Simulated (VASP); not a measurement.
Ti, 1 atom in the cell. The structure is cubic, space group Fm-3m (No. 225). Conventional cell: a = 3.028 Å, b = 3.028 Å, c = 3.028 Å, α = 90.00°, β = 90.00°, γ = 90.00°. Ti (site symmetry m-3m) has 12 Ti at 2.14 Å within 2.8 Å. This isn't the form of Ti at room conditions, which is hcp.

- Program: VASP 6.6.1
- Task: single point
- Functional: PBEsol
- Potentials or basis: VASP PAW PBE potentials, release 64 (Ti_sv)
- Cutoff: 520 eV
- k mesh: 22 × 22 × 22
- Occupations: fermi-dirac, width 0.1 eV
- Spin: no spin polarisation
- Dipole correction: no
- Further INCAR settings: ALGO = Normal; EDIFF = 1e-06; NBANDS = 12

Potentials or basis: VASP PAW PBE potentials, release 64 (Ti_sv).

Command:

```bash
$ cat potpaw_PBE.64/Ti_sv/POTCAR > POTCAR
$ mpirun -np 1 vasp_std > vasp.out
```

Hardware: 1 thread of Intel Xeon 8259CL, with other jobs on the host.

Q: How long does it take, and how much memory?

A: Run time: 23 s on 1 thread of Intel Xeon 8259CL (shared host), peak memory 0.14 GiB. Counts: scf iterations 14, k points 328.
